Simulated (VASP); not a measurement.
Wanted: the native input for a VASP 6.6.1 run.

```yaml
Task: single point
Functional: PBEsol
Potentials_or_basis: VASP PAW PBE potentials, release 64 (Sn_d, Se)
Cutoff: 500 eV
k_mesh: 8 × 8 × 4
Occupations: gaussian, width 0.01 eV
Spin: no spin polarisation
Dipole_correction: no
Further_INCAR_settings: ALGO = Normal; EDIFF = 1e-06; NBANDS = 20
```

The structure of SnSe2 lies in POSCAR:

```
SnSe2
1.0
    3.8189419507      0.0000000000      0.0000000000
   -1.9094709754      3.3073007449      0.0000000000
    0.0000000000      0.0000000000      6.1394653516
Sn Se
1 2
Direct
    0.0000000000      0.0000000000      0.0000000000
    0.3333333333      0.6666666667      0.2584674350
    0.6666666667      0.3333333333      0.7415325650
```

The input as run:

INCAR

```
ALGO = Normal
EDIFF = 1E-6
ENCUT = 500
GGA = PS
GGA_COMPAT = False
ISIF = 2
ISMEAR = 0
LASPH = True
LCHARG = False
LREAL = False
LWAVE = False
NBANDS = 20
NELM = 120
PREC = Accurate
SIGMA = 0.01
```

KPOINTS

```
k-points
0
Gamma
  8 8 4
```

Potentials or basis: VASP PAW PBE potentials, release 64 (Sn_d, Se).

Run with:

```console
$ cat potpaw_PBE.64/Sn_d/POTCAR potpaw_PBE.64/Se/POTCAR > POTCAR
$ mpirun -np 1 vasp_std > vasp.out
```

It gave:

```json
{
 "Pressure": "0.1 GPa",
 "Largest force": "0.012 eV/Å",
 "Band gap on the k mesh": "0.66 eV (least direct gap 0.96 eV)"
}
```

Caveat: the PAW data sets were made with another functional, which shifts forces and pressure a little; spin-orbit coupling is left out, which moves the levels of the heavy elements; this functional lacks dispersion, which binds the layers, so the pressure and a relaxed spacing across them are unreliable.

It took 52 s on 1 thread of Intel Xeon 8259CL (shared host), peak memory 0.21 GiB.
